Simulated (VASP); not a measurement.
# MgO (Fm-3m) in VASP: further runs

MgO is run at these levels: PBE; tasks: single point.

Everything below comes from runs of VASP 6.6.1. Logs are shortened: lines on timing, memory, paths and dates and some standing lists are left out, and cuts for length are marked.

## Step 1: The cell of the first run

Symmetry: Fm-3m, No. 225, cubic system. Conventional cell: a = 4.343 Å, b = 4.343 Å, c = 4.343 Å, α = 90.00°, β = 90.00°, γ = 90.00°. Within 2.9 Å of Mg (site symmetry m-3m) lie 6 O at 2.17 Å. O (site symmetry m-3m) has 6 Mg at 2.17 Å within 2.9 Å.

## Step 2: Single point, PBE

Contents of INCAR:

```
PREC     = Accurate       # precision mode
ENCUT    = 520            # plane-wave cutoff, eV
EDIFF    = 1E-7           # SCF threshold, eV
ISMEAR   = -1             # smearing method
SIGMA    = 0.02           # smearing width, eV
LREAL    = False          # projectors in reciprocal space
LASPH    = True           # aspherical terms in the spheres
NELM     = 100            # most SCF steps
ALGO     = Normal         # electronic algorithm
ISIF     = 2              # what is computed and relaxed
LWAVE    = False          # write WAVECAR
LCHARG   = False          # write CHGCAR
GGA      = PE             # functional
NBANDS   = 11             # bands
```

Contents of KPOINTS:

```
regular mesh
0
Gamma
  9 9 9
```

Contents of POSCAR:

```
MgO
1.0
    0.0000000000      2.1712500000      2.1712500000
    2.1712500000      0.0000000000      2.1712500000
    2.1712500000      2.1712500000      0.0000000000
Mg O
1 1
Direct
    0.0000000000      0.0000000000      0.0000000000
    0.5000000000      0.5000000000      0.5000000000
```

Potentials or basis: VASP PAW PBE potentials, release 64 (Mg, O).

Launch:

```console
cat potpaw_PBE.64/Mg/POTCAR potpaw_PBE.64/O/POTCAR > POTCAR
mpirun -np 1 vasp_std > vasp.out
```

OUTCAR:

```text
PREC = Accurate
   ENCUT = 520
   EDIFF = 1E-7
   ISMEAR = -1
   LREAL = False
   LASPH = True
   NELM = 100
   ISIF = 2
   GGA = PE

 ion  position               nearest neighbor table
   1  0.000  0.000  0.000-   2 2.17   2 2.17   2 2.17   2 2.17   2 2.17   2 2.17
   2  0.500  0.500  0.500-   1 2.17   1 2.17   1 2.17   1 2.17   1 2.17   1 2.17

  LATTYP: Found a face centered cubic cell.
 ALAT       =     4.3425000000

  Lattice vectors:

 A1 = (   0.0000000000,   2.1712500000,   2.1712500000)
 A2 = (   2.1712500000,   0.0000000000,   2.1712500000)
 A3 = (   2.1712500000,   2.1712500000,   0.0000000000)

Analysis of symmetry for initial positions (statically):
=====================================================================
 Subroutine PRICEL returns:
 Original cell was already a primitive cell.

 Routine SETGRP: Setting up the symmetry group for a
 face centered cubic supercell.

 Subroutine GETGRP returns: Found 48 space group operations
 (whereof 48 operations were pure point group operations)
 out of a pool of 48 trial point group operations.

The static configuration has the point symmetry O_h .

Analysis of symmetry for dynamics (positions and initial velocities):
=====================================================================
 Subroutine PRICEL returns:
 Original cell was already a primitive cell.

 Routine SETGRP: Setting up the symmetry group for a
 face centered cubic supercell.

 Subroutine GETGRP returns: Found 48 space group operations
 (whereof 48 operations were pure point group operations)
 out of a pool of 48 trial point group operations.

The dynamic configuration has the point symmetry O_h .

 Subroutine INISYM returns: Found 48 space group operations
 (whereof 48 operations are pure point group operations),
 and found     1 'primitive' translations

----------------------------------------------------------------------------------------

                                     Primitive cell

  volume of cell :      20.4720

  direct lattice vectors                    reciprocal lattice vectors
     0.000000000  2.171250000  2.171250000    -0.230282096  0.230282096  0.230282096
     2.171250000  0.000000000  2.171250000     0.230282096 -0.230282096  0.230282096
     2.171250000  2.171250000  0.000000000     0.230282096  0.230282096 -0.230282096

  length of vectors
     3.070611197  3.070611197  3.070611197     0.398860290  0.398860290  0.398860290

  position of ions in fractional coordinates (direct lattice)
     0.000000000  0.000000000  0.000000000
     0.500000000  0.500000000  0.500000000

  ion indices of the primitive-cell ions
   primitive index   ion index
                 1           1
                 2           2

----------------------------------------------------------------------------------------

 KPOINTS: regular mesh

Automatic generation of k-mesh.
 Grid dimensions read from file:
 generate k-points for:    9    9    9

 Generating k-lattice:

  Cartesian coordinates                     Fractional coordinates (reciprocal lattice)
    -0.025586900  0.025586900  0.025586900     0.111111111  0.000000000  0.000000000
     0.025586900 -0.025586900  0.025586900     0.000000000  0.111111111  0.000000000
     0.025586900  0.025586900 -0.025586900     0.000000000  0.000000000  0.111111111

  Length of vectors
     0.044317810  0.044317810  0.044317810

  Shift w.r.t. Gamma in fractional coordinates (k-lattice)
     0.000000000  0.000000000  0.000000000

 Subroutine IBZKPT returns following result:
 ===========================================

 Found     35 irreducible k-points:

 Following reciprocal coordinates:
            Coordinates               Weight
  0.000000  0.000000  0.000000      1.000000
  0.111111  0.000000  0.000000      8.000000
  0.222222  0.000000  0.000000      8.000000
  0.333333  0.000000  0.000000      8.000000
  0.444444  0.000000  0.000000      8.000000
  0.111111  0.111111  0.000000      6.000000
[... 16 lines left out ...]
 -0.333333  0.333333  0.000000     12.000000
  0.444444  0.444444  0.000000      6.000000
 [... further k-points ...]
   k-points           NKPTS =     35   k-points in BZ     NKDIM =     35   number of bands    NBANDS=     11
   number of dos      NEDOS =    301   number of ions     NIONS =      2
   total plane-waves  NPLWV =  13824
   dimension x,y,z NGX =    24 NGY =   24 NGZ =   24
   dimension x,y,z NGXF=    48 NGYF=   48 NGZF=   48
   ions per type =               1   1
   NGX,Y,Z   is equivalent  to a cutoff of  12.99, 12.99, 12.99 a.u.
   NGXF,Y,Z  is equivalent  to a cutoff of  25.99, 25.99, 25.99 a.u.
 SYSTEM =  unknown system
   PREC   = accura    normal or accurate (medium, high low for compatibility)
   ISTART =      0    job   : 0-new  1-cont  2-samecut
   ICHARG =      2    charge: 1-file 2-atom 10-const
   ISPIN  =      1    spin polarized calculation?
   LNONCOLLINEAR =      F non collinear calculations
   LSORBIT =      F    spin-orbit coupling
   LASPH  =      T    aspherical Exc in radial PAW
   ENCUT  =  520.0 eV  38.22 Ry    6.18 a.u.   5.71  5.71  5.71*2*pi/ulx,y,z
   NELM   =    100;   NELMIN=  2; NELMDL= -5     # of ELM steps
   EDIFF  = 0.1E-06   stopping-criterion for ELM
   LREAL  =      F    real-space projection
   EDIFFG = 0.1E-05   stopping-criterion for IOM
   NSW    =      0    number of steps for IOM
   IBRION =     -1    ionic relax: 0-MD 1-quasi-New 2-CG
   NFREE  =      0    steps in history (QN), initial steepest desc. (CG)
   ISIF   =      2    stress and relaxation
   ISYM   =      2    0-nonsym 1-usesym 2-fastsym
   POTIM  = 0.5000    time-step for ionic-motion
   TEBEG  =    0.0;   TEEND  =   0.0 temperature during run
   PSTRESS=    0.0 pullay stress
   NELECT =       8.0000    total number of electrons
   NUPDOWN=      -1.0000    fix difference up-down
   EMIN   =  10.00;   EMAX   =-10.00  energy-range for DOS
   EFERMI =   0.00;   METHOD = LEGACY
   ISMEAR =    -1;   SIGMA  =   0.02  broadening in eV -4-tet -1-fermi 0-gaus
   EFERMI_NEDOS =   21; number of points for ismear=-14 and -15
   IALGO  =     38    algorithm
   IMIX   =      4    mixing-type and parameters
     AMIX     =   0.40;   BMIX     =  1.00
     AMIX_MAG =   1.60;   BMIX_MAG =  1.00
  volume/ion in A,a.u.               =      10.24        69.08
  Fermi-wavevector in a.u.,A,eV,Ry     =   1.196883  2.261781 19.490736  1.432529
  Thomas-Fermi vector in A             =   2.332812
   LORBIT       =      0    0 simple, 1 ext, 2 COOP (PROOUT), +10 PAW based schemes
   GGA     = PE    functional components
   LHFCALC =     F    Hartree Fock is set to
   AEXX    =    0.0000 exact exchange contribution
   IVDW    =     0    specifies the selected vdW correction
   LEPSILON=     F    determine dielectric tensor
   LRPA    =     F    only Hartree local field effects (RPA)
 non-spin polarized calculation
  energy-cutoff  :      520.00
  volume of cell :       20.47
 maximum number of plane-waves:       560
   NGX = 11   NGY = 11   NGZ = 11

 number of electron       7.9999996 magnetization

 Free energy of the ion-electron system (eV)
  ---------------------------------------------------
  ext. energy  EPLUGINS =         0.00000000
  ---------------------------------------------------
  free energy    TOTEN  =       -11.87463849 eV

  energy without entropy =      -11.87463849  energy(sigma->0) =      -11.87463849

 E-fermi :   2.9630     XC(G=0): -10.6535

 val. band max:        2.5335393871   @ k =   0.0000   0.0000   0.0000
 cond. band min:       6.4197436940   @ k =   0.0000   0.0000   0.0000
 fundamental gap:      3.8862043069
 Fermi energy:         2.9629848553

 k-point     1 :       0.0000    0.0000    0.0000
  band No.  band energies     occupation
      1     -14.2870      2.00000
      2       2.5335      2.00000
      3       2.5335      2.00000
      4       2.5335      2.00000
      5       6.4197      0.00000
      6      17.8120      0.00000
      7      17.8120      0.00000
      8      17.8120      0.00000
      9      21.4954      0.00000
     10      23.1661      0.00000
     11      23.1661      0.00000

 k-point     2 :       0.1111    0.0000    0.0000
  band No.  band energies     occupation
      1     -14.1769      2.00000
      2       1.7725      2.00000
      3       2.4633      2.00000
      4       2.4633      2.00000
      5       7.1831      0.00000
      6      16.3953      0.00000
      7      18.0597      0.00000
      8      18.0597      0.00000
      9      22.1779      0.00000
     10      22.1779      0.00000
     11      23.1448      0.00000

 k-point     3 :       0.2222    0.0000    0.0000
  band No.  band energies     occupation
      1     -13.8832      2.00000
      2       0.3831      2.00000
      3       2.2918      2.00000
      4       2.2918      2.00000
      5       8.5174      0.00000
      6      14.7932      0.00000
      7      18.4194      0.00000
      8      18.4194      0.00000
      9      21.5911      0.00000
     10      21.5911      0.00000
     11      23.2290      0.00000

 k-point     4 :       0.3333    0.0000    0.0000
  band No.  band energies     occupation
      1     -13.5178      2.00000
      2      -0.8643      2.00000
      3       2.1067      2.00000
      4       2.1067      2.00000
      5       9.4905      0.00000
      6      14.0919      0.00000
      7      18.2402      0.00000
      8      18.2402      0.00000
      9      22.4347      0.00000
     10      22.4347      0.00000
     11      22.5445      0.00000

 k-point     5 :       0.4444    0.0000    0.0000
  band No.  band energies     occupation
      1     -13.2570      2.00000
      2      -1.6003      2.00000
      3       1.9909      2.00000
      4       1.9909      2.00000
      5       9.8357      0.00000
      6      14.0912      0.00000
      7      17.9591      0.00000
      8      17.9591      0.00000
      9      22.1415      0.00000
     10      23.6720      0.00000
     11      23.6720      0.00000
[... 211 lines left out ...]
 k-point    21 :       0.4444    0.3333    0.0000
  band No.  band energies     occupation
      1     -13.1314      2.00000
      2      -0.9093      2.00000
      3       1.1757      2.00000
      4       1.4679      2.00000
      5      11.5493      0.00000
      6      12.2354      0.00000
      7      14.8130      0.00000
      8      19.6954      0.00000
      9      19.8128      0.00000
     10      26.9687      0.00000
     11      27.3147      0.00000

 k-point    22 :      -0.4444    0.3333    0.0000
  band No.  band energies     occupation
      1     -13.0093      2.00000
      2      -0.8155      2.00000
      3       0.4038      2.00000
      4       1.4946      2.00000
      5      11.9944      0.00000
      6      13.0631      0.00000
      7      14.3999      0.00000
      8      19.4584      0.00000
      9      19.6763      0.00000
     10      26.9249      0.00000
     11      27.8860      0.00000

 k-point    23 :      -0.3333    0.3333    0.0000
  band No.  band energies     occupation
      1     -13.0231      2.00000
      2      -0.4103      2.00000
      3      -0.2424      2.00000
      4       1.6489      2.00000
      5      12.2526      0.00000
      6      13.9331      0.00000
      7      14.0073      0.00000
      8      19.1220      0.00000
      9      20.2311      0.00000
     10      24.7647      0.00000
     11      28.4585      0.00000

 k-point    24 :       0.4444    0.4444    0.0000
  band No.  band energies     occupation
      1     -13.0343      2.00000
      2      -1.1277      2.00000
      3       1.3401      2.00000
      4       1.3401      2.00000
      5      11.5168      0.00000
      6      11.6254      0.00000
      7      14.7055      0.00000
      8      20.0829      0.00000
      9      20.0829      0.00000
     10      26.3376      0.00000
     11      27.8646      0.00000

 [... further k-points ...]

------------------------ aborting loop because EDIFF is reached ----------------------------------------

  FORCE on cell =-STRESS in cart. coord.  units (eV):
  Direction    XX          YY          ZZ          XY          YZ          ZX
  --------------------------------------------------------------------------------------
  -------------------------------------------------------------------------------------
  Total       -1.1332642     -1.1332642     -1.1332642     -0.0000000      0.0000000      0.0000000
  in kB      -88.6915497    -88.6915497    -88.6915497     -0.0000000      0.0000000      0.0000000
  external PRESSURE =     -88.6915497 kB  Pullay stress =       0.0000000 kB

 VOLUME and BASIS-vectors are now :
 -----------------------------------------------------------------------------
  energy-cutoff  :      520.00
  volume of cell :       20.47
      direct lattice vectors                 reciprocal lattice vectors
     0.000000000  2.171250000  2.171250000    -0.230282096  0.230282096  0.230282096
     2.171250000  0.000000000  2.171250000     0.230282096 -0.230282096  0.230282096
     2.171250000  2.171250000  0.000000000     0.230282096  0.230282096 -0.230282096

 POSITION                                       TOTAL-FORCE (eV/Angst)
 -----------------------------------------------------------------------------------
      0.00000      0.00000      0.00000        -0.000000      0.000000      0.000000
      2.17125      2.17125      2.17125         0.000000     -0.000000     -0.000000
 -----------------------------------------------------------------------------------
    total drift:                               -0.000000     -0.000000      0.000000

  FREE ENERGIE OF THE ION-ELECTRON SYSTEM (eV)
  ---------------------------------------------------
  free  energy   TOTEN  =       -11.8746384945 eV

  energy  without entropy=      -11.8746384945  energy(sigma->0) =      -11.87463849
```

It took 5.8 s on 1 thread of Intel Xeon Platinum 8488C (Sapphire Rapids), shared host; peak memory 0.13 GiB.

Results:

```yaml
Free_energy: -11.8746 eV
Pressure: -8.9 GPa
Band_gap_on_the_k_mesh: 3.89 eV, direct
```

## Step 3: Single point, PBE

Contents of INCAR:

```
SYSTEM = MgO
ALGO = Normal
EDIFF = 1E-6
ENCUT = 600
GGA = PE
GGA_COMPAT = .False.
ISIF = 2
ISMEAR = -1
LASPH = .True.
LCHARG = .True.
LELF = .True.
LREAL = .False.
LVHAR = .True.
LWAVE = .False.
NBANDS = 11
NELM = 120
PREC = Accurate
SIGMA = 0.02
```

Contents of KPOINTS:

```
k-points
0
Gamma
  9 9 9
  0 0 0
```

POSCAR is that of step 2.

Potentials or basis: VASP PAW PBE potentials, release 64 (Mg, O).

Launch:

```console
cat potpaw_PBE.64/Mg/POTCAR potpaw_PBE.64/O/POTCAR > POTCAR
mpirun -np 1 vasp_std > vasp.out
```

Run time: 7.2 s. Hardware: 1 thread of Intel Xeon 6975P-C (Granite Rapids), shared host; peak memory 0.16 GiB.

Results (log left out):

```
Free energy            : -11.8774 eV
Pressure               : -9.1 GPa
Band gap on the k mesh : 3.89 eV, direct
```

Levels at points of the mesh, in eV from the valence-band top:
| k point | band 1 | band 2 | band 3 | band 4 | band 5 | band 6 | band 7 | band 8 | band 9 |
| --- | --- | --- | --- | --- | --- | --- | --- | --- | --- |
| (0.00, 0.00, 0.00) | -16.82 | 0.00 | 0.00 | 0.00 | 3.89 | 15.28 | 15.28 | 15.28 | 18.96 |

A hybrid or GW would open this gap; PBE tends to underestimate it.
